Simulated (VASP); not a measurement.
# ZnS (P6_3mc) in VASP: single point with r2SCAN

Aim: the single point of ZnS with r2SCAN.

All numbers are computed with VASP 6.6.1; they aren't measurements. Logs are shortened: lines on timing, memory, paths and dates and some standing lists are left out, and cuts for length are marked.

## 1. The cell of the first run

It takes space group P6_3mc (No. 186, hexagonal). The conventional cell has a = 3.807 Å, b = 3.807 Å, c = 6.247 Å, α = 90.00°, β = 90.00°, γ = 120.00°. Zn (site symmetry 3m) has 4 S at 2.33 to 2.34 Å within 3.1 Å. Within 3.1 Å of S (site symmetry 3m) lie 4 Zn at 2.33 to 2.34 Å.

## 2. Single point, r2SCAN

Contents of POSCAR:

```
ZnS
1.0
    3.8069008019      0.0000000000      0.0000000000
   -1.9034504010      3.2968728042      0.0000000000
    0.0000000000      0.0000000000      6.2466296447
Zn S
2 2
Direct
    0.3333333333      0.6666666667      0.0013756370
    0.6666666667      0.3333333333      0.5013756370
    0.3333333333      0.6666666667      0.3756243630
    0.6666666667      0.3333333333      0.8756243630
```

Contents of INCAR.step1:

```
PREC     = Accurate       # precision mode
ENCUT    = 550            # plane-wave cutoff, eV
ISMEAR   = 0              # smearing method
SIGMA    = 0.02           # smearing width, eV
LREAL    = False          # projectors in reciprocal space
LASPH    = True           # aspherical terms in the spheres
NELM     = 120            # most SCF steps
NBANDS   = 26             # bands
GGA      = PE             # functional
ALGO     = Normal         # electronic algorithm
EDIFF    = 1E-5           # SCF threshold, eV
LWAVE    = True           # write WAVECAR
LCHARG   = False          # write CHGCAR
GGA_COMPAT= False
```

Contents of INCAR.step2:

```
PREC     = Accurate       # precision mode
ENCUT    = 550            # plane-wave cutoff, eV
EDIFF    = 1E-6           # SCF threshold, eV
ISMEAR   = 0              # smearing method
SIGMA    = 0.02           # smearing width, eV
LREAL    = False          # projectors in reciprocal space
LASPH    = True           # aspherical terms in the spheres
NELM     = 120            # most SCF steps
ALGO     = Normal         # electronic algorithm
ISIF     = 2              # what is computed and relaxed
LWAVE    = False          # write WAVECAR
LCHARG   = False          # write CHGCAR
METAGGA  = R2SCAN         # meta-GGA
LMIXTAU  = True         
NBANDS   = 26             # bands
ISTART   = 1            
GGA_COMPAT= False
```

Contents of KPOINTS:

```
regular mesh
0
Gamma
  9 9 4
```

Potentials or basis: VASP PAW PBE potentials, release 64 (Zn, S).

Launch:

```sh
> cat potpaw_PBE.64/Zn/POTCAR potpaw_PBE.64/S/POTCAR > POTCAR
> cp INCAR.step1 INCAR
> mpirun -np 1 vasp_std > vasp.out
> cp INCAR.step2 INCAR
> mpirun -np 1 vasp_std > vasp.out
```

OUTCAR:

```text
PREC = Accurate
   ENCUT = 550
   EDIFF = 1E-6
   ISMEAR = 0
   LREAL = False
   LASPH = True
   NELM = 120
   ISIF = 2
   METAGGA = R2SCAN
   ISTART = 1

 ion  position               nearest neighbor table
   1  0.333  0.667  0.001-   4 2.33   4 2.33   4 2.33   3 2.34
   2  0.667  0.333  0.501-   3 2.33   3 2.33   3 2.33   4 2.34
   3  0.333  0.667  0.376-   2 2.33   2 2.33   2 2.33   1 2.34
   4  0.667  0.333  0.876-   1 2.33   1 2.33   1 2.33   2 2.34

  LATTYP: Found a hexagonal cell.
 ALAT       =     3.8069008019
 C/A-ratio  =     1.6408700856

  Lattice vectors:

 A1 = (   3.8069008019,   0.0000000000,   0.0000000000)
 A2 = (  -1.9034504010,   3.2968728042,   0.0000000000)
 A3 = (   0.0000000000,   0.0000000000,   6.2466296447)

Analysis of symmetry for initial positions (statically):
=====================================================================
 Subroutine PRICEL returns:
 Original cell was already a primitive cell.

 Routine SETGRP: Setting up the symmetry group for a
 hexagonal supercell.

 Subroutine GETGRP returns: Found 12 space group operations
 (whereof  6 operations were pure point group operations)
 out of a pool of 24 trial point group operations.

The static configuration has the point symmetry C_3v.
 The point group associated with its full space group is C_6v.

Analysis of symmetry for dynamics (positions and initial velocities):
=====================================================================
 Subroutine PRICEL returns:
 Original cell was already a primitive cell.

 Routine SETGRP: Setting up the symmetry group for a
 hexagonal supercell.

 Subroutine GETGRP returns: Found 12 space group operations
 (whereof  6 operations were pure point group operations)
 out of a pool of 24 trial point group operations.

The dynamic configuration has the point symmetry C_3v.
 The point group associated with its full space group is C_6v.

 Subroutine INISYM returns: Found 12 space group operations
 (whereof  6 operations are pure point group operations),
 and found     1 'primitive' translations

----------------------------------------------------------------------------------------

                                     Primitive cell

  volume of cell :      78.4006

  direct lattice vectors                    reciprocal lattice vectors
     3.806900802  0.000000000  0.000000000     0.262680866  0.151658869  0.000000000
    -1.903450401  3.296872804  0.000000000     0.000000000  0.303317738  0.000000000
     0.000000000  0.000000000  6.246629645     0.000000000  0.000000000  0.160086328

  length of vectors
     3.806900802  3.806900802  6.246629645     0.303317738  0.303317738  0.160086328

  position of ions in fractional coordinates (direct lattice)
     0.333333333  0.666666667  0.001375637
     0.666666667  0.333333333  0.501375637
     0.333333333  0.666666667  0.375624363
     0.666666667  0.333333333  0.875624363

  ion indices of the primitive-cell ions
   primitive index   ion index
                 1           1
                 2           2
                 3           3
                 4           4

----------------------------------------------------------------------------------------

 KPOINTS: regular mesh

Automatic generation of k-mesh.
 Grid dimensions read from file:
 generate k-points for:    9    9    4

 Generating k-lattice:

  Cartesian coordinates                     Fractional coordinates (reciprocal lattice)
     0.029186763  0.016850985  0.000000000     0.111111111  0.000000000  0.000000000
     0.000000000  0.033701971  0.000000000     0.000000000  0.111111111  0.000000000
     0.000000000  0.000000000  0.040021582     0.000000000  0.000000000  0.250000000

  Length of vectors
     0.033701971  0.033701971  0.040021582

  Shift w.r.t. Gamma in fractional coordinates (k-lattice)
     0.000000000  0.000000000  0.000000000

 Subroutine IBZKPT returns following result:
 ===========================================

 Found     36 irreducible k-points:

 Following reciprocal coordinates:
            Coordinates               Weight
  0.000000  0.000000  0.000000      1.000000
  0.111111  0.000000  0.000000      6.000000
  0.222222  0.000000  0.000000      6.000000
  0.333333 -0.000000  0.000000      6.000000
  0.444444  0.000000  0.000000      6.000000
  0.111111  0.111111  0.000000      6.000000
[... 16 lines left out ...]
  0.333333  0.222222  0.250000     24.000000
  0.333333  0.333333  0.250000      4.000000
 [... further k-points ...]
   k-points           NKPTS =     36   k-points in BZ     NKDIM =     36   number of bands    NBANDS=     26
   number of dos      NEDOS =    301   number of ions     NIONS =      4
   total plane-waves  NPLWV =  43200
   dimension x,y,z NGX =    30 NGY =   30 NGZ =   48
   dimension x,y,z NGXF=    60 NGYF=   60 NGZF=   96
   ions per type =               2   2
   NGX,Y,Z   is equivalent  to a cutoff of  13.10, 13.10, 12.77 a.u.
   NGXF,Y,Z  is equivalent  to a cutoff of  26.20, 26.20, 25.55 a.u.
 SYSTEM =  unknown system
   PREC   = accura    normal or accurate (medium, high low for compatibility)
   ISTART =      1    job   : 0-new  1-cont  2-samecut
   ICHARG =      0    charge: 1-file 2-atom 10-const
   ISPIN  =      1    spin polarized calculation?
   LNONCOLLINEAR =      F non collinear calculations
   LSORBIT =      F    spin-orbit coupling
   LASPH  =      T    aspherical Exc in radial PAW
   ENCUT  =  550.0 eV  40.42 Ry    6.36 a.u.   7.28  7.28 11.94*2*pi/ulx,y,z
   NELM   =    120;   NELMIN=  2; NELMDL=  0     # of ELM steps
   EDIFF  = 0.1E-05   stopping-criterion for ELM
   LREAL  =      F    real-space projection
   EDIFFG = 0.1E-04   stopping-criterion for IOM
   NSW    =      0    number of steps for IOM
   IBRION =     -1    ionic relax: 0-MD 1-quasi-New 2-CG
   NFREE  =      0    steps in history (QN), initial steepest desc. (CG)
   ISIF   =      2    stress and relaxation
   ISYM   =      2    0-nonsym 1-usesym 2-fastsym
   POTIM  = 0.5000    time-step for ionic-motion
   TEBEG  =    0.0;   TEEND  =   0.0 temperature during run
   PSTRESS=    0.0 pullay stress
   NELECT =      36.0000    total number of electrons
   NUPDOWN=      -1.0000    fix difference up-down
   EMIN   =  10.00;   EMAX   =-10.00  energy-range for DOS
   EFERMI =   0.00;   METHOD = LEGACY
   ISMEAR =     0;   SIGMA  =   0.02  broadening in eV -4-tet -1-fermi 0-gaus
   EFERMI_NEDOS =   21; number of points for ismear=-14 and -15
   IALGO  =     38    algorithm
   IMIX   =      4    mixing-type and parameters
     AMIX     =   0.40;   BMIX     =  1.00
     AMIX_MAG =   1.60;   BMIX_MAG =  1.00
  volume/ion in A,a.u.               =      19.60       132.27
  Fermi-wavevector in a.u.,A,eV,Ry     =   1.262998  2.386719 21.703506  1.595163
  Thomas-Fermi vector in A             =   2.396377
   LORBIT       =      0    0 simple, 1 ext, 2 COOP (PROOUT), +10 PAW based schemes
   METAGGA = R2SCAN    functional components
   LHFCALC =     F    Hartree Fock is set to
   AEXX    =    0.0000 exact exchange contribution
   IVDW    =     0    specifies the selected vdW correction
   LEPSILON=     F    determine dielectric tensor
   LRPA    =     F    only Hartree local field effects (RPA)
 non-spin polarized calculation
 Gauss-broadening in eV      SIGMA  =   0.02
  energy-cutoff  :      550.00
  volume of cell :       78.40
 maximum number of plane-waves:      2328
 NGX is ok and might be reduce to    30
   NGX = 15   NGY = 15   NGZ = 23

 number of electron      36.0000007 magnetization

 Free energy of the ion-electron system (eV)
  ---------------------------------------------------
  ext. energy  EPLUGINS =         0.00000000
  ---------------------------------------------------
  free energy    TOTEN  =       -37.72263490 eV

  energy without entropy =      -37.72263490  energy(sigma->0) =      -37.72263490

 E-fermi :   2.0155     XC(G=0): -10.3099

 val. band max:        1.9118015469   @ k =   0.0000   0.0000   0.0000
 cond. band min:       4.6958833059   @ k =   0.0000   0.0000   0.0000
 fundamental gap:      2.7840817590
 Fermi energy:         2.0154602892

 k-point     1 :       0.0000    0.0000    0.0000
  band No.  band energies     occupation
      1     -11.8365      2.00000
      2     -10.8771      2.00000
      3      -4.6215      2.00000
      4      -4.6058      2.00000
      5      -4.6058      2.00000
      6      -4.5149      2.00000
[... 18 lines left out ...]
     25      10.1497      0.00000
     26      11.7727      0.00000

 k-point     2 :       0.1111    0.0000    0.0000
  band No.  band energies     occupation
      1     -11.7507      2.00000
      2     -10.8292      2.00000
      3      -4.6154      2.00000
      4      -4.5987      2.00000
      5      -4.5883      2.00000
      6      -4.5048      2.00000
[... 18 lines left out ...]
     25      10.5437      0.00000
     26      11.1479      0.00000

 k-point     3 :       0.2222    0.0000    0.0000
  band No.  band energies     occupation
      1     -11.5147      2.00000
      2     -10.7107      2.00000
      3      -4.6161      2.00000
      4      -4.5619      2.00000
      5      -4.5479      2.00000
      6      -4.4595      2.00000
[... 18 lines left out ...]
     25      10.7239      0.00000
     26      11.3909      0.00000

 k-point     4 :       0.3333   -0.0000    0.0000
  band No.  band energies     occupation
      1     -11.1978      2.00000
      2     -10.5931      2.00000
      3      -4.5998      2.00000
      4      -4.5122      2.00000
      5      -4.5110      2.00000
      6      -4.3568      2.00000
[... 18 lines left out ...]
     25      11.1227      0.00000
     26      12.3276      0.00000
[... 496 lines left out ...]
      1     -10.9667      2.00000
      2     -10.6254      2.00000
      3      -4.5398      2.00000
      4      -4.5227      2.00000
      5      -4.4203      2.00000
      6      -4.3903      2.00000
[... 18 lines left out ...]
     25      10.7764      0.00000
     26      11.9863      0.00000

 k-point    23 :       0.3333    0.2222    0.2500
  band No.  band energies     occupation
      1     -10.7587      2.00000
      2     -10.5866      2.00000
      3      -4.5426      2.00000
      4      -4.4674      2.00000
      5      -4.3962      2.00000
      6      -4.3105      2.00000
[... 18 lines left out ...]
     25      11.7231      0.00000
     26      12.3717      0.00000

 k-point    24 :       0.3333    0.3333    0.2500
  band No.  band energies     occupation
      1     -10.6301      2.00000
      2     -10.6301      2.00000
      3      -4.5375      2.00000
      4      -4.4186      2.00000
      5      -4.4186      2.00000
      6      -4.3021      2.00000
[... 18 lines left out ...]
     25      12.4506      0.00000
     26      12.8509      0.00000

 [... further k-points ...]

------------------------ aborting loop because EDIFF is reached ----------------------------------------

  FORCE on cell =-STRESS in cart. coord.  units (eV):
  Direction    XX          YY          ZZ          XY          YZ          ZX
  --------------------------------------------------------------------------------------
  -------------------------------------------------------------------------------------
  Total        0.0160478      0.0160478     -0.0132928     -0.0000000     -0.0000000      0.0000000
  in kB        0.3279501      0.3279501     -0.2716488     -0.0000000     -0.0000000      0.0000000
  external PRESSURE =       0.1280838 kB  Pullay stress =       0.0000000 kB

 VOLUME and BASIS-vectors are now :
 -----------------------------------------------------------------------------
  energy-cutoff  :      550.00
  volume of cell :       78.40
      direct lattice vectors                 reciprocal lattice vectors
     3.806900802  0.000000000  0.000000000     0.262680866  0.151658869  0.000000000
    -1.903450401  3.296872804  0.000000000     0.000000000  0.303317738  0.000000000
     0.000000000  0.000000000  6.246629645     0.000000000  0.000000000  0.160086328

 POSITION                                       TOTAL-FORCE (eV/Angst)
 -----------------------------------------------------------------------------------
     -0.00000      2.19792      0.00859        -0.000000      0.000000     -0.007291
      1.90345      1.09896      3.13191         0.000000      0.000000     -0.007291
     -0.00000      2.19792      2.34639         0.000000      0.000000      0.007291
      1.90345      1.09896      5.46970        -0.000000      0.000000      0.007291
 -----------------------------------------------------------------------------------
    total drift:                                0.000000      0.000001     -0.027706

  FREE ENERGIE OF THE ION-ELECTRON SYSTEM (eV)
  ---------------------------------------------------
  free  energy   TOTEN  =       -37.7226349005 eV

  energy  without entropy=      -37.7226349005  energy(sigma->0) =      -37.72263490
```

It took 6.3 min on 1 thread of AMD EPYC 7R43 (Zen 3), shared host; peak memory 0.2 GiB.

What came out:

| Item | Value |
| --- | --- |
| Free energy | -37.7226 eV |
| Pressure | 0.0 GPa |
| Largest force | 0.007 eV/Å |
| Band gap on the k mesh | 2.78 eV |

Forces on the atoms (eV/Å):
```
Zn   0.000  0.000 -0.007
Zn   0.000  0.000 -0.007
S    0.000  0.000  0.007
S    0.000  0.000  0.007
```

Caveat: the PAW data sets were made with another functional, which shifts forces and pressure a little.
